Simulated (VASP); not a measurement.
A run of VASP 6.6.1 is set up as follows.

Contents of INCAR:

```
SYSTEM = TiAl3
PREC = Accurate
ENCUT = 600
EDIFF = 1E-6
ISMEAR = 0
SIGMA = 0.1
LREAL = .False.
LASPH = .True.
NELM = 100
ALGO = Fast
ISIF = 3
LWAVE = .False.
LCHARG = .False.
GGA = PS
IBRION = 2
NSW = 80
EDIFFG = -0.015
```

The input KPOINTS:

```
Automatic mesh
0
Gamma
  8 8 8
  0 0 0
```

File POSCAR:

```
TiAl3
1.0
    1.9077740733      1.9077740733     -4.2769968076
    1.9077740733      1.9077740733      4.2769968076
    3.8155481467     -3.8155481467      0.0000000000
Ti Al
2 6
Direct
    0.0000000000      0.0000000000      0.0000000000
    0.5000000000      0.5000000000      0.5000000000
    0.5000000000      0.5000000000      0.0000000000
    0.0000000000      0.0000000000      0.5000000000
    0.0000000000      0.5000000000      0.7500000000
    0.5000000000      0.0000000000      0.2500000000
    0.0000000000      0.5000000000      0.2500000000
    0.5000000000      0.0000000000      0.7500000000
```

Potentials or basis: VASP PAW PBE potentials, release 64 (Ti_sv, Al).

The run is started by

```console
$ cat potpaw_PBE.64/Ti_sv/POTCAR potpaw_PBE.64/Al/POTCAR > POTCAR
$ mpirun -np 1 vasp_std > vasp.out
```

Problem. Predict the relaxed volume.

Solution. 15.59 Å³/atom.

Problem. What does it give for the relaxed cell?

Solution. a = 5.056 Å, b = 5.056 Å, c = 5.401 Å, α = 90.00°, β = 90.00°, γ = 115.44°.

Problem. What does it give for the space group after relaxing (to 0.1 Å)?

Solution. I4/mmm (No. 139).

Final structure:
```xyz
8
Lattice="1.9093 1.9093 -4.2749 1.9093 1.9093 4.2749 3.8194 -3.8194 0.0000" Properties=species:S:1:pos:R:3 pbc="T T T"
Ti    5.7287   -1.9100   -4.2749
Ti    3.8190   -0.0003    0.0000
Al    5.7287   -1.9100    0.0000
Al    3.8190   -0.0003   -4.2749
Al    3.8192   -1.9099    2.1375
Al    3.8189    1.9092    2.1375
Al    3.8189    1.9092   -2.1375
Al    5.7285   -0.0005    2.1375
```

Caveat: the PAW data sets were made with another functional, which shifts forces and pressure a little.
